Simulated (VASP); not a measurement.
Here is a VASP 6.6.1 calculation.

INCAR

```
  ALGO = Normal
  EDIFF = 1E-7
  ENCUT = 520
  GGA = PE
  ISIF = 2
  ISMEAR = -1
  LASPH = True
  LCHARG = False
  LREAL = False
  LWAVE = False
  NBANDS = 11
  NELM = 100
  PREC = Accurate
  SIGMA = 0.08
```

The input KPOINTS:

```
k-points
0
Gamma
  14 14 14
```

The input POSCAR:

```
MgO
1.0
    2.6598878752      0.0000000000      0.0000000000
    0.0000000000      2.6598878752      0.0000000000
    0.0000000000      0.0000000000      2.6598878752
Mg O
1 1
Direct
    0.0000000000      0.0000000000      0.0000000000
    0.5000000000      0.5000000000      0.5000000000
```

Potentials or basis: VASP PAW PBE potentials, release 64 (Mg, O).

Launch:

```bash
$ cat potpaw_PBE.64/Mg/POTCAR potpaw_PBE.64/O/POTCAR > POTCAR
$ mpirun -np 1 vasp_std > vasp.out
```

Q: Estimate the band gap on the k mesh.

A: 2.25 eV, indirect (least direct gap 3.22 eV).

Q: Estimate the pressure.

A: -0.7 GPa.

A k mesh can miss the band edges. PBE gaps usually lie below the measured ones, often by a third to a half.
